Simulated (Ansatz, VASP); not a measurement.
## Two plane-wave programs on Pd

```xyz
2
Lattice="2.7150 0.0225 0.0081 -1.3381 2.4184 0.0253 0.0135 0.0563 4.6238" Properties=species:S:1:pos:R:3 pbc="T T T"
Pd    1.3535    0.8535    3.4851
Pd    0.0472    1.6334    1.1864
```

Alike in both runs: task single point; functional r2SCAN; dispersion D4; k mesh 8 × 8 × 4; no spin polarisation.

|  | VASP | Ansatz |
| --- | --- | --- |
| version | VASP 6.6.1 | Ansatz 0.2.0 |
| potentials or method | VASP PAW PBE potentials, release 64 (Pd), cutoff 520 eV | plane waves, PAW |
| occupations | methfessel-paxton of order 1, width 0.1 eV | methfessel-paxton of order 1 |
| valence electrons in the cell | 20 | 36 |

```tsv
	VASP	Ansatz	Ansatz less VASP
pressure (GPa)	-3.4	-3.9	-0.56
traceless stress, the component that is largest in VASP (GPa)	-1.94	-1.93	+0.007
rms of the force components (eV/Å)	0.071	0.072	+0.0005
```

VASP's potentials were made for PBE, not for r2SCAN. Atom by atom the forces differ by 0.002 eV/Å (rms over components). VASP's potentials hold 20 valence electrons a cell and Ansatz's 36, so a difference there can come from the potentials and not from the codes. Ansatz's warnings: stress scf threshold loose.
